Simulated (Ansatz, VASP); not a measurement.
**One calculation of KF, two programs**

```
CELL_PARAMETERS angstrom
-0.05378 2.49885 2.49885
2.49885 -0.05378 2.49885
2.49885 2.49885 -0.05378
ATOMIC_POSITIONS crystal
K 0.00000 0.00000 0.00000
F 0.50000 0.50000 0.50000
```

Alike in both runs: task single point; functional LDA; k mesh 8 × 8 × 8; occupations gaussian, width 0.05 eV; no spin polarisation.

|  | VASP | Ansatz |
| --- | --- | --- |
| version | VASP 6.6.1 | Ansatz 0.2.0 |
| potentials or method | VASP PAW LDA potentials, release 64 (K_sv, F), cutoff 520 eV | scalar-relativistic, plane waves, PAW |
| valence electrons in the cell | 16 | 16 |

|  | VASP | Ansatz | Ansatz less VASP |
| --- | --- | --- | --- |
| gap on the k mesh at the Fermi level (eV) | 6.72 | 6.74 | +0.020 |
| least direct gap on the mesh (eV) | 6.72 | 6.74 | +0.021 |
| pressure (GPa) | 3.7 | 3.3 | -0.37 |
| traceless stress, the component that is largest in VASP (GPa) | 0.21 | 0.22 | +0.010 |

LDA's correlation is that of Perdew and Zunger in VASP and of Perdew and Wang (1992) in Ansatz.
